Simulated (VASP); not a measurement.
Zn:

```xyz
1
Lattice="-1.7718 1.7718 1.2659 1.7718 -1.7718 1.2659 1.7718 1.7718 -1.2659" Properties=species:S:1:pos:R:3 pbc="T T T"
Zn    0.0000    0.0000    0.0000
```

The cell was generated, and may not be a known phase.

| Quantity | Value |
| --- | --- |
| Program | VASP 6.6.1 |
| Task | relaxation of cell and atoms |
| Functional | PBE |
| Potentials or basis | VASP PAW PBE potentials, release 64 (Zn) |
| Cutoff | 600 eV |
| k mesh | 26 × 26 × 26 |
| Occupations | gaussian, width 0.1 eV |
| Spin | no spin polarisation |

At the start: pressure 0.1 GPa; volume 15.90 Å³/atom.

Question: Where does the relaxation end?

Answer: Over 10 steps the energy falls by 11.3 meV/atom and the volume is 15.55 Å³/atom (-2.2 %); space group I4/mmm (No. 139, to 0.1 Å) before and after.

The path:
```tsv
step	energy change (eV)	largest force (eV/Å)	pressure (GPa)	volume (Å³)
1	0.0000	0.0000	0.12	15.90
2	-0.0067	0.0000	-0.60	15.92
3	-0.0094	0.0000	-1.49	15.94
4	-0.0112	0.0000	-0.05	15.53
5	-0.0112	0.0000	-0.19	15.58
6	-0.0112	0.0000	-0.22	15.59
7	-0.0113	0.0000	-0.18	15.57
8	-0.0113	0.0000	-0.20	15.56
9	-0.0113	0.0000	0.15	15.51
10	-0.0113	0.0000	0.03	15.55
```

Final structure:
```
Zn
1.0
    -1.72407    1.72407    1.30756
     1.72407   -1.72407    1.30756
     1.72407    1.72407   -1.30756
Zn
1
Cartesian
  0.0000 0.0000 0.0000
```
